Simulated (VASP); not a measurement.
# Sb (R-3m) in VASP: further runs, part 2 of 2

VASP 6.6.1. Earlier steps stand in the parts before.

## (3) Single point, revPBE (35.53 Å³/atom)

This run uses another cell than the first one, of 35.53 Å³/atom.

INCAR

```
ALGO     = Normal         # electronic algorithm
EDIFF    = 1E-6           # SCF threshold, eV
ENCUT    = 520            # plane-wave cutoff, eV
GGA      = RE             # functional
ISIF     = 2              # what is computed and relaxed
ISMEAR   = -1             # smearing method
LASPH    = True           # aspherical terms in the spheres
LCHARG   = False          # write CHGCAR
LREAL    = False          # projectors in reciprocal space
LWAVE    = False          # write WAVECAR
NBANDS   = 12             # bands
NELM     = 60             # most SCF steps
PREC     = Accurate       # precision mode
SIGMA    = 0.1            # smearing width, eV
```

KPOINTS

```
k-points
0
Gamma
  14 14 14
```

POSCAR

```
Sb
1.0
    2.2537455892      1.3012006227      4.0382769323
   -2.2537455892      1.3012006227      4.0382769323
    0.0000000000     -2.6024012452      4.0382769323
Sb
2
Direct
    0.2311082914      0.2311082914      0.2311082914
    0.7688917086      0.7688917086      0.7688917086
```

Potentials or basis: VASP PAW PBE potentials, release 64 (Sb).

The run is started by

```
$ cat potpaw_PBE.64/Sb/POTCAR > POTCAR
$ mpirun -np 1 vasp_std > vasp.out
```

OUTCAR:

```text
EDIFF = 1E-6
   ENCUT = 520
   GGA = RE
   ISIF = 2
   ISMEAR = -1
   LASPH = True
   LREAL = False
   NELM = 60
   PREC = Accurate

 ion  position               nearest neighbor table
   1  0.231  0.231  0.231-   2 3.03   2 3.03   2 3.03   2 3.59   2 3.59   2 3.59
   2  0.769  0.769  0.769-   1 3.03   1 3.03   1 3.03   1 3.59   1 3.59   1 3.59

  LATTYP: Found a trigonal (rhomboedric) cell.
 ALAT       =     4.8041828466
 COS(alpha) =     0.5598499873

  Lattice vectors:

 A1 = (   2.2537455892,   1.3012006227,   4.0382769323)
 A2 = (  -2.2537455892,   1.3012006227,   4.0382769323)
 A3 = (   0.0000000000,  -2.6024012452,   4.0382769323)

Analysis of symmetry for initial positions (statically):
=====================================================================
 Subroutine PRICEL returns:
 Original cell was already a primitive cell.

 Routine SETGRP: Setting up the symmetry group for a
 trigonal (rhombohedral) supercell.

 Subroutine GETGRP returns: Found 12 space group operations
 (whereof 12 operations were pure point group operations)
 out of a pool of 12 trial point group operations.

The static configuration has the point symmetry D_3d.

Analysis of symmetry for dynamics (positions and initial velocities):
=====================================================================
 Subroutine PRICEL returns:
 Original cell was already a primitive cell.

 Routine SETGRP: Setting up the symmetry group for a
 trigonal (rhombohedral) supercell.

 Subroutine GETGRP returns: Found 12 space group operations
 (whereof 12 operations were pure point group operations)
 out of a pool of 12 trial point group operations.

The dynamic configuration has the point symmetry D_3d.

[... 120 lines left out ...]
  Fermi-wavevector in a.u.,A,eV,Ry     =   0.851548  1.609193  9.866056  0.725135
  Thomas-Fermi vector in A             =   1.967699
   LORBIT       =      0    0 simple, 1 ext, 2 COOP (PROOUT), +10 PAW based schemes
   GGA     = RE    functional components
   LHFCALC =     F    Hartree Fock is set to
   AEXX    =    0.0000 exact exchange contribution
   IVDW    =     0    specifies the selected vdW correction
   LEPSILON=     F    determine dielectric tensor
   LRPA    =     F    only Hartree local field effects (RPA)
 non-spin polarized calculation
  energy-cutoff  :      520.00
  volume of cell :       71.06
 maximum number of plane-waves:      1944
   NGX = 17   NGY = 17   NGZ = 17

 number of electron      10.0000000 magnetization

 Free energy of the ion-electron system (eV)
  ---------------------------------------------------
  ext. energy  EPLUGINS =         0.00000000
  ---------------------------------------------------
  free energy    TOTEN  =        -7.60530573 eV

  energy without entropy =       -7.59562212  energy(sigma->0) =       -7.60046392

 E-fermi :   5.4707     XC(G=0):  -8.7605

 val. band max:        5.4222640661   @ k =   0.3571   0.2143   0.2143
 cond. band min:       5.5509471351   @ k =   0.4286   0.0000  -0.0000
 fundamental gap:      0.1286830691
 Fermi energy:         5.4707046479

 k-point     1 :       0.0000    0.0000    0.0000
  band No.  band energies     occupation
      1      -6.1282      2.00000
      2      -0.0444      2.00000
      3       3.7317      2.00000
      4       3.9938      2.00000
      5       3.9938      2.00000
      6       7.2423      0.00000
      7       7.8442      0.00000
      8       7.8442      0.00000
      9      10.8550      0.00000
     10      10.8550      0.00000
     11      10.9244      0.00000
     12      12.3001      0.00000
[... 331 lines left out ...]
 k-point    24 :       0.2857    0.1429   -0.0000
  band No.  band energies     occupation
      1      -5.4811      2.00000
      2      -1.4679      2.00000
      3       3.0266      2.00000
      4       3.3250      2.00000
      5       4.5652      1.99977
      6       6.3940      0.00020
      7       7.6665      0.00000
      8       7.8889      0.00000
      9       9.7608      0.00000
     10      11.8467      0.00000
     11      12.3099      0.00000
     12      13.6063      0.00000

 [... further k-points ...]

------------------------ aborting loop because EDIFF is reached ----------------------------------------

  FORCE on cell =-STRESS in cart. coord.  units (eV):
  Direction    XX          YY          ZZ          XY          YZ          ZX
  --------------------------------------------------------------------------------------
  -------------------------------------------------------------------------------------
  Total       -1.4459664     -1.4459664     -1.0687417      0.0000000     -0.0000000      0.0000000
  in kB      -32.6041050    -32.6041050    -24.0983236      0.0000000     -0.0000000      0.0000000
  external PRESSURE =     -29.7688445 kB  Pullay stress =       0.0000000 kB

 VOLUME and BASIS-vectors are now :
 -----------------------------------------------------------------------------
  energy-cutoff  :      520.00
  volume of cell :       71.06
      direct lattice vectors                 reciprocal lattice vectors
     2.253745589  1.301200623  4.038276932     0.221852902  0.128086833  0.082543456
    -2.253745589  1.301200623  4.038276932    -0.221852902  0.128086833  0.082543456
     0.000000000 -2.602401245  4.038276932     0.000000000 -0.256173666  0.082543456

 POSITION                                       TOTAL-FORCE (eV/Angst)
 -----------------------------------------------------------------------------------
      0.00000      0.00000      2.79984         0.000000     -0.000000     -0.337802
      0.00000      0.00000      9.31499         0.000000      0.000000      0.337802
 -----------------------------------------------------------------------------------
    total drift:                               -0.000000      0.000000     -0.000000

  FREE ENERGIE OF THE ION-ELECTRON SYSTEM (eV)
  ---------------------------------------------------
  free  energy   TOTEN  =        -7.6053057334 eV

  energy  without entropy=       -7.5956221155  energy(sigma->0) =       -7.60046392
```

OSZICAR:

```text
N       E                     dE             d eps       ncg     rms          rms(c)
DAV:   1     0.341477092514E+02    0.34148E+02   -0.34523E+03  6912   0.641E+02
DAV:   2    -0.558276120467E+01   -0.39730E+02   -0.38263E+02  9092   0.101E+02
DAV:   3    -0.757599633223E+01   -0.19932E+01   -0.19770E+01  8572   0.255E+01
DAV:   4    -0.759554594021E+01   -0.19550E-01   -0.19547E-01  7976   0.304E+00
DAV:   5    -0.759583793622E+01   -0.29200E-03   -0.29199E-03  8568   0.405E-01    0.250E+00
DAV:   6    -0.760157639049E+01   -0.57385E-02   -0.30551E-03  8188   0.389E-01    0.150E+00
DAV:   7    -0.760497496366E+01   -0.33986E-02   -0.77053E-03  7872   0.606E-01    0.113E-01
DAV:   8    -0.760522200186E+01   -0.24704E-03   -0.33998E-04  8660   0.109E-01    0.312E-02
DAV:   9    -0.760530153579E+01   -0.79534E-04   -0.12939E-04  7784   0.646E-02    0.727E-03
DAV:  10    -0.760530398511E+01   -0.24493E-05   -0.78846E-06  8524   0.156E-02    0.380E-03
DAV:  11    -0.760530509101E+01   -0.11059E-05   -0.34658E-06  7748   0.107E-02    0.403E-03
DAV:  12    -0.760530573340E+01   -0.64239E-06   -0.15700E-07  5096   0.236E-03
   1 F= -.76053057E+01 E0= -.76004639E+01  d E =-.968362E-02
```

It used 140 s of CPU time on 1 thread of Intel(R) Xeon(R) Platinum 8488C (Sapphire Rapids) (shared host).

Results:

* Free energy: -7.6053 eV
* Pressure: -3.0 GPa
* Largest force: 0.338 eV/Å
* Band gap on the k mesh: zero (bands 5 and 6 overlap by 0.13 eV)

Forces in eV/Å, atoms in the order of the input:
```
Sb   0.000  0.000 -0.338
Sb   0.000  0.000  0.338
```

Caveat: the PAW data sets were made with another functional, which shifts forces and pressure a little; spin-orbit coupling is left out, which moves the levels of the heavy elements.

## (4) Single point, revPBE (36.84 Å³/atom)

This run uses another cell than the first one, of 36.84 Å³/atom.

INCAR

```
SYSTEM = Sb
  PREC = Accurate
  ENCUT = 520
  EDIFF = 1E-6
  ISMEAR = -1
  SIGMA = 0.1
  LREAL = .FALSE.
  LASPH = .TRUE.
  NELM = 60
  ALGO = Normal
  ISIF = 2
  LWAVE = .FALSE.
  LCHARG = .TRUE.
  GGA = RE
  LELF = .TRUE.
  LVHAR = .TRUE.
  NBANDS = 12
```

KPOINTS

```
regular mesh
0
G
  14 14 14
  0 0 0
```

POSCAR

```
Sb
1.0
    2.2812330006      1.3170704870      4.0875290660
   -2.2812330006      1.3170704870      4.0875290660
    0.0000000000     -2.6341409739      4.0875290660
Sb
2
Direct
    0.2311082914      0.2311082914      0.2311082914
    0.7688917086      0.7688917086      0.7688917086
```

The run is started by

```
$ cat potpaw_PBE.64/Sb/POTCAR > POTCAR
$ mpirun -np 1 vasp_std > vasp.out
```

It used 140 s of CPU time on 1 thread of Intel(R) Xeon(R) Platinum 8488C (Sapphire Rapids), on a shared host.

The run converged. Its results:

```
Free energy            : -7.5474 eV
Pressure               : -4.0 GPa
Largest force          : 0.492 eV/Å
Band gap on the k mesh : zero (bands 5 and 6 overlap by 0.08 eV)
```

Forces in eV/Å, atoms in the order of the input:
```
Sb   0.000  0.000 -0.492
Sb   0.000  0.000  0.492
```

Stress tensor (GPa, compression positive):
```
-4.42  0.00  0.00
 0.00 -4.42  0.00
 0.00  0.00 -3.27
```

Levels at points of the mesh, in eV from the Fermi level:
```
           k point  band 2  band 3  band 4  band 5  band 6  band 7  band 8  band 9
(0.00, 0.00, 0.00)   -5.65   -1.64   -1.41   -1.41    1.76    2.32    2.32    5.42
(0.50, 0.00, 0.00)   -8.81   -1.65   -1.65   -0.31   -0.16    0.42    0.88    7.21
(0.50, 0.50, 0.00)   -7.84   -4.26   -2.89   -2.82    1.96    3.96    4.90    5.35
(0.50, 0.50, 0.50)   -8.12   -1.05   -1.05   -0.63    0.52    0.52    0.93    6.56
```

Caveat: the cell stands under tension; the PAW data sets were made with another functional, which shifts forces and pressure a little; spin-orbit coupling is left out, which moves the levels of the heavy elements.

## (5) Overview

| cell | gap on the mesh (eV) | pressure (GPa) | largest force (eV/Å) |
| --- | --- | --- | --- |
| a = 4.744 Å, angles 56.0°, 2 atoms | none | -1.6 | 0.16 |
| a = 4.804 Å, angles 56.0°, 2 atoms | none | -3.0 | 0.34 |
| a = 4.863 Å, angles 56.0°, 2 atoms | none | -4.0 | 0.49 |

Alike in all rows: task single point; level revPBE; potentials or basis VASP PAW PBE potentials, release 64 (Sb); no spin polarisation; k mesh 14 × 14 × 14; cutoff (eV) 520; smearing fermi-dirac 0.1 eV.

Caveats: the PAW data sets were made with another functional, which shifts forces and pressure a little; spin-orbit coupling is left out, which moves the levels of the heavy elements; the cell stands under tension (at least some runs).

Total energies depend on the potentials used, so only differences within one code and one set of settings carry meaning.

The gap in the log of VASP goes by the Fermi energy; the results here count the filled bands.